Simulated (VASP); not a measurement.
# P in VASP: further runs

Runs on P. Level: r2SCAN. Tasks: single point.

All numbers are computed with VASP 6.6.1; they aren't measurements. Logs are shortened: lines on timing, memory, paths and dates and some standing lists are left out, and cuts for length are marked.

### Step 1. The cell of the first run

The cell holds a slab with vacuum, 2 atoms: a = 3.091 Å, b = 3.091 Å, c = 28.000 Å, α = 90.00°, β = 90.00°, γ = 120.00°.

### Step 2. Single point, r2SCAN

POSCAR

```
P
1.0
    3.0910000000      0.0000000000      0.0000000000
   -1.5455000000      2.6768845231      0.0000000000
    0.0000000000      0.0000000000     28.0000000000
P
2
Direct
    0.3333333333      0.6666666667      0.5093571429
    0.6666666667      0.3333333333      0.4906428571
```

INCAR.step1

```
PREC = Accurate
ENCUT = 520
ISMEAR = 0
SIGMA = 0.02
LREAL = F
LASPH = T
NELM = 100
LDIPOL = T
IDIPOL = 3
DIPOL = 0.5 0.5 0.500
NBANDS = 12
GGA = PE
ALGO = Normal
EDIFF = 1E-4
LWAVE = T
LCHARG = F
```

INCAR.step2

```
PREC = Accurate
ENCUT = 520
EDIFF = 1E-7
ISMEAR = 0
SIGMA = 0.02
LREAL = F
LASPH = T
NELM = 100
ALGO = Normal
ISIF = 2
LWAVE = F
LCHARG = F
LDIPOL = T
IDIPOL = 3
DIPOL = 0.5 0.5 0.500
METAGGA = R2SCAN
LMIXTAU = T
NBANDS = 12
ISTART = 1
```

KPOINTS

```
Automatic mesh
0
Gamma
  9 9 1
```

Potentials or basis: VASP PAW PBE potentials, release 64 (P).

Command:

```sh
$ cat potpaw_PBE.64/P/POTCAR > POTCAR
$ cp INCAR.step1 INCAR
$ mpirun -np 1 vasp_std > vasp.out
$ cp INCAR.step2 INCAR
$ mpirun -np 1 vasp_std > vasp.out
```

OUTCAR:

```text
PREC = Accurate
   ENCUT = 520
   EDIFF = 1E-7
   ISMEAR = 0
   LREAL = F
   LASPH = T
   NELM = 100
   ISIF = 2
   METAGGA = R2SCAN
   ISTART = 1

 ion  position               nearest neighbor table
   1  0.333  0.667  0.509-   2 1.86   2 1.86   2 1.86
   2  0.667  0.333  0.491-   1 1.86   1 1.86   1 1.86

  LATTYP: Found a hexagonal cell.
 ALAT       =     3.0910000000
 C/A-ratio  =     9.0585571013

  Lattice vectors:

 A1 = (   3.0910000000,   0.0000000000,   0.0000000000)
 A2 = (  -1.5455000000,   2.6768845231,   0.0000000000)
 A3 = (   0.0000000000,   0.0000000000,  28.0000000000)

Analysis of symmetry for initial positions (statically):
=====================================================================
 Subroutine PRICEL returns:
 Original cell was already a primitive cell.

 Routine SETGRP: Setting up the symmetry group for a
 hexagonal supercell.

 Subroutine GETGRP returns: Found 12 space group operations
 (whereof 12 operations were pure point group operations)
 out of a pool of 24 trial point group operations.

The static configuration has the point symmetry D_3d.

Analysis of symmetry for dynamics (positions and initial velocities):
=====================================================================
 Subroutine PRICEL returns:
 Original cell was already a primitive cell.

 Routine SETGRP: Setting up the symmetry group for a
 hexagonal supercell.

 Subroutine GETGRP returns: Found 12 space group operations
 (whereof 12 operations were pure point group operations)
 out of a pool of 24 trial point group operations.

The dynamic configuration has the point symmetry D_3d.

 Subroutine INISYM returns: Found 12 space group operations
 (whereof 12 operations are pure point group operations),
 and found     1 'primitive' translations

----------------------------------------------------------------------------------------

                                     Primitive cell

  volume of cell :     231.6790

  direct lattice vectors                    reciprocal lattice vectors
     3.091000000  0.000000000  0.000000000     0.323519896  0.186784299  0.000000000
    -1.545500000  2.676884523  0.000000000     0.000000000  0.373568599  0.000000000
     0.000000000  0.000000000 28.000000000     0.000000000  0.000000000  0.035714286

  length of vectors
     3.091000000  3.091000000 28.000000000     0.373568599  0.373568599  0.035714286

  position of ions in fractional coordinates (direct lattice)
     0.333333333  0.666666667  0.509357143
     0.666666667  0.333333333  0.490642857

  ion indices of the primitive-cell ions
   primitive index   ion index
                 1           1
                 2           2

----------------------------------------------------------------------------------------

 KPOINTS: Automatic mesh

Automatic generation of k-mesh.
 Grid dimensions read from file:
 generate k-points for:    9    9    1

 Generating k-lattice:

  Cartesian coordinates                     Fractional coordinates (reciprocal lattice)
     0.035946655  0.020753811  0.000000000     0.111111111 -0.000000000  0.000000000
     0.000000000  0.041507622  0.000000000     0.000000000  0.111111111  0.000000000
     0.000000000  0.000000000  0.035714286     0.000000000  0.000000000  1.000000000

  Length of vectors
     0.041507622  0.041507622  0.035714286

  Shift w.r.t. Gamma in fractional coordinates (k-lattice)
     0.000000000  0.000000000  0.000000000

 Subroutine IBZKPT returns following result:
 ===========================================

 Found     12 irreducible k-points:

 Following reciprocal coordinates:
            Coordinates               Weight
  0.000000  0.000000  0.000000      1.000000
  0.111111  0.000000  0.000000      6.000000
  0.222222 -0.000000  0.000000      6.000000
  0.333333  0.000000  0.000000      6.000000
  0.444444 -0.000000  0.000000      6.000000
  0.111111  0.111111  0.000000      6.000000
  0.222222  0.111111  0.000000     12.000000
  0.333333  0.111111  0.000000     12.000000
  0.444444  0.111111  0.000000      6.000000
  0.222222  0.222222  0.000000      6.000000
  0.333333  0.222222  0.000000     12.000000
  0.333333  0.333333  0.000000      2.000000
   k-points           NKPTS =     12   k-points in BZ     NKDIM =     12   number of bands    NBANDS=     12
   number of dos      NEDOS =    301   number of ions     NIONS =      2
   total plane-waves  NPLWV = 120960
   dimension x,y,z NGX =    24 NGY =   24 NGZ =  210
   dimension x,y,z NGXF=    48 NGYF=   48 NGZF=  420
   ions per type =               2
   NGX,Y,Z   is equivalent  to a cutoff of  12.91, 12.91, 12.47 a.u.
   NGXF,Y,Z  is equivalent  to a cutoff of  25.82, 25.82, 24.94 a.u.
 SYSTEM =  unknown system
   PREC   = accura    normal or accurate (medium, high low for compatibility)
   ISTART =      1    job   : 0-new  1-cont  2-samecut
   ICHARG =      0    charge: 1-file 2-atom 10-const
   ISPIN  =      1    spin polarized calculation?
   LNONCOLLINEAR =      F non collinear calculations
   LSORBIT =      F    spin-orbit coupling
   LASPH  =      T    aspherical Exc in radial PAW
   ENCUT  =  520.0 eV  38.22 Ry    6.18 a.u.   5.75  5.75 52.06*2*pi/ulx,y,z
   NELM   =    100;   NELMIN=  2; NELMDL=  0     # of ELM steps
   EDIFF  = 0.1E-06   stopping-criterion for ELM
   LREAL  =      F    real-space projection
   EDIFFG = 0.1E-05   stopping-criterion for IOM
   NSW    =      0    number of steps for IOM
   IBRION =     -1    ionic relax: 0-MD 1-quasi-New 2-CG
   NFREE  =      0    steps in history (QN), initial steepest desc. (CG)
   ISIF   =      2    stress and relaxation
   ISYM   =      2    0-nonsym 1-usesym 2-fastsym
   POTIM  = 0.5000    time-step for ionic-motion
   TEBEG  =    0.0;   TEEND  =   0.0 temperature during run
   PSTRESS=    0.0 pullay stress
   NELECT =      10.0000    total number of electrons
   NUPDOWN=      -1.0000    fix difference up-down
   EMIN   =  10.00;   EMAX   =-10.00  energy-range for DOS
   EFERMI =   0.00;   METHOD = LEGACY
   ISMEAR =     0;   SIGMA  =   0.02  broadening in eV -4-tet -1-fermi 0-gaus
   EFERMI_NEDOS =   21; number of points for ismear=-14 and -15
   IALGO  =     38    algorithm
   IMIX   =      4    mixing-type and parameters
     AMIX     =   0.40;   BMIX     =  1.00
     AMIX_MAG =   1.60;   BMIX_MAG =  1.00
  volume/ion in A,a.u.               =     115.84       781.72
  Fermi-wavevector in a.u.,A,eV,Ry     =   0.574265  1.085204  4.486939  0.329781
  Thomas-Fermi vector in A             =   1.615884
   LORBIT       =      0    0 simple, 1 ext, 2 COOP (PROOUT), +10 PAW based schemes
   METAGGA = R2SCAN    functional components
   LHFCALC =     F    Hartree Fock is set to
   AEXX    =    0.0000 exact exchange contribution
   IVDW    =     0    specifies the selected vdW correction
   LEPSILON=     F    determine dielectric tensor
   LRPA    =     F    only Hartree local field effects (RPA)
 non-spin polarized calculation
 Gauss-broadening in eV      SIGMA  =   0.02
  energy-cutoff  :      520.00
  volume of cell :      231.68
 maximum number of plane-waves:      6262
 NGX is ok and might be reduce to    24
   NGX = 11   NGY = 11   NGZ =105

 dipolmoment           0.000000      0.000000      0.000000 electrons x Angstroem

 number of electron       9.9999997 magnetization

 dipolmoment           0.000000      0.000000     -0.000000 electrons x Angstroem

 Free energy of the ion-electron system (eV)
  ---------------------------------------------------
  ext. energy  EPLUGINS =         0.00000000
  ---------------------------------------------------
  free energy    TOTEN  =       -13.47678965 eV

  energy without entropy =      -13.47511693  energy(sigma->0) =      -13.47595329

 E-fermi :  -2.0361     XC(G=0):  -1.7646

 val. band max:       -2.0360551488   @ k =   0.2222   0.1111   0.0000
 cond. band min:      -1.9455853652   @ k =   0.1111   0.0000   0.0000
 fundamental gap:      0.0904697837
 Fermi energy:        -2.0360525690

 k-point     1 :       0.0000    0.0000    0.0000
  band No.  band energies     occupation
      1     -22.1884      2.00000
      2     -10.6267      2.00000
      3      -7.3408      2.00000
      4      -7.3408      2.00000
      5      -2.0803      1.99826
      6      -1.2138      0.00000
      7      -1.2138      0.00000
      8       0.8413      0.00000
      9       1.6914      0.00000
     10       1.7521      0.00000
     11       2.1217      0.00000
     12       2.2670      0.00000

 k-point     2 :       0.1111    0.0000    0.0000
  band No.  band energies     occupation
      1     -21.9500      2.00000
      2     -10.3960      2.00000
      3      -8.5809      2.00000
      4      -7.7647      2.00000
      5      -1.9456      0.00000
      6      -1.4512      0.00000
      7      -0.3409      0.00000
      8       1.5254      0.00000
      9       2.0033      0.00000
     10       2.1857      0.00000
     11       2.3492      0.00000
     12       2.6055      0.00000

 k-point     3 :       0.2222   -0.0000    0.0000
  band No.  band energies     occupation
      1     -21.2426      2.00000
      2     -11.0530      2.00000
      3      -9.7049      2.00000
      4      -8.5694      2.00000
      5      -2.2942      2.00000
      6      -1.6765      0.00000
      7       1.7792      0.00000
      8       1.8923      0.00000
      9       2.5022      0.00000
     10       2.8231      0.00000
     11       3.2067      0.00000
     12       3.2973      0.00000
[... 106 lines left out ...]
 k-point    11 :       0.3333    0.2222    0.0000
  band No.  band energies     occupation
      1     -18.0259      2.00000
      2     -15.6624      2.00000
      3     -12.2126      2.00000
      4      -6.6514      2.00000
      5      -4.3901      2.00000
      6       0.5838      0.00000
      7       0.6507      0.00000
      8       3.4539      0.00000
      9       4.3708      0.00000
     10       6.2741      0.00000
     11       6.4903      0.00000
     12       6.6894      0.00000

 k-point    12 :       0.3333    0.3333    0.0000
  band No.  band energies     occupation
      1     -16.7124      2.00000
      2     -16.7124      2.00000
      3     -13.0300      2.00000
      4      -5.4329      2.00000
      5      -5.4329      2.00000
      6      -0.1534      0.00000
      7       2.5361      0.00000
      8       4.3543      0.00000
      9       4.3543      0.00000
     10       6.3509      0.00000
     11       6.3509      0.00000
     12       7.3437      0.00000

------------------------ aborting loop because EDIFF is reached ----------------------------------------

 vacuum level on the upper side and lower side of the slab       (xc-potential included)        -0.013        -0.013

  FORCE on cell =-STRESS in cart. coord.  units (eV):
  Direction    XX          YY          ZZ          XY          YZ          ZX
  --------------------------------------------------------------------------------------
  -------------------------------------------------------------------------------------
  Total       21.1051178     21.1051178      3.5031007      0.0000000      0.0000000      0.0000000
  in kB      145.9525507    145.9525507     24.2257106      0.0000000      0.0000000      0.0000000
  external PRESSURE =     105.3769373 kB  Pullay stress =       0.0000000 kB

 VOLUME and BASIS-vectors are now :
 -----------------------------------------------------------------------------
  energy-cutoff  :      520.00
  volume of cell :      231.68
      direct lattice vectors                 reciprocal lattice vectors
     3.091000000  0.000000000  0.000000000     0.323519896  0.186784299  0.000000000
    -1.545500000  2.676884523  0.000000000     0.000000000  0.373568599  0.000000000
     0.000000000  0.000000000 28.000000000     0.000000000  0.000000000  0.035714286

 POSITION                                       TOTAL-FORCE (eV/Angst)
 -----------------------------------------------------------------------------------
     -0.00000      1.78459     14.26200         0.000000      0.000000      6.709580
      1.54550      0.89229     13.73800        -0.000000      0.000000     -6.709580
 -----------------------------------------------------------------------------------
    total drift:                                0.000000      0.000000     -0.000000

  FREE ENERGIE OF THE ION-ELECTRON SYSTEM (eV)
  ---------------------------------------------------
  free  energy   TOTEN  =       -13.4767896462 eV

  energy  without entropy=      -13.4751169336  energy(sigma->0) =      -13.47595329

 vacuum level on the upper side and lower side of the slab         1.718         1.718
```

Run time: 1.7 min. Hardware: 1 thread of Intel Xeon 6975P-C (Granite Rapids), shared host; peak memory 0.37 GiB.

Results:

| Quantity | Value |
| --- | --- |
| Free energy | -13.4768 eV |
| Largest force | 6.710 eV/Å |
| Band gap on the k mesh | zero (bands 5 and 6 overlap by 1.65 eV) |

Forces on the atoms (eV/Å):
```
P    0.000  0.000  6.710
P    0.000  0.000 -6.710
```

Levels at points of the mesh, in eV from the Fermi level:
```csv
k point,band 3,band 4,band 5,band 6,band 7,band 8
"(0.00, 0.00, 0.00)",-5.30,-5.30,-0.04,0.82,0.82,2.88
```

Caveat: the PAW data sets were made with another functional, which shifts forces and pressure a little.

### Step 3. Single point, r2SCAN

POSCAR

```
P
1.0
    3.0910000000      0.0000000000      0.0000000000
   -1.5455000000      2.6768845231      0.0000000000
    0.0000000000      0.0000000000     28.0000000000
P
2
Direct
    0.3333333333      0.6666666667      0.5187321429
    0.6666666667      0.3333333333      0.4812678571
```

INCAR.step1

```
ALGO = Normal
DIPOL = 0.5 0.5 0.500
EDIFF = 1E-4
ENCUT = 520
GGA = PE
IDIPOL = 3
ISMEAR = 0
LASPH = True
LCHARG = False
LDIPOL = True
LREAL = False
LWAVE = True
NBANDS = 12
NELM = 80
PREC = Accurate
SIGMA = 0.02
```

INCAR.step2

```
ALGO = Normal
DIPOL = 0.5 0.5 0.500
EDIFF = 1E-6
ENCUT = 520
IDIPOL = 3
ISIF = 2
ISMEAR = 0
ISTART = 1
LASPH = True
LCHARG = True
LDIPOL = True
LELF = True
LMIXTAU = True
LREAL = False
LVACPOTAV = True
LVHAR = True
LWAVE = False
METAGGA = R2SCAN
NBANDS = 12
NELM = 80
PREC = Accurate
SIGMA = 0.02
```

KPOINTS

```
k-points
0
Gamma
  9 9 1
```

Potentials or basis: VASP PAW PBE potentials, release 64 (P).

Command:

```sh
$ cat potpaw_PBE.64/P/POTCAR > POTCAR
$ cp INCAR.step1 INCAR
$ mpirun -np 1 vasp_std > vasp.out
$ cp INCAR.step2 INCAR
$ mpirun -np 1 vasp_std > vasp.out
```

Run time: 80 s. Hardware: 1 thread of Intel Xeon 6975P-C (Granite Rapids), shared host; peak memory 0.36 GiB.

The run converged. Its results:

- Free energy: -17.2247 eV
- Largest force: 4.403 eV/Å
- Band gap on the k mesh: 1.34 eV (least direct gap 1.87 eV)

Forces on the atoms (eV/Å):
```
P    0.000  0.000  4.403
P    0.000  0.000 -4.403
```

Levels at points of the mesh, in eV from the valence-band top:
```
           k point  band 1  band 2  band 3  band 4  band 5  band 6  band 7  band 8  band 9  band 10
(0.00, 0.00, 0.00)  -17.30   -7.32   -1.32   -1.32   -0.59    3.75    3.75    4.74    5.91     6.29
```

Caveat: the PAW data sets were made with another functional, which shifts forces and pressure a little.

(Part 1 of 2 ends here.)
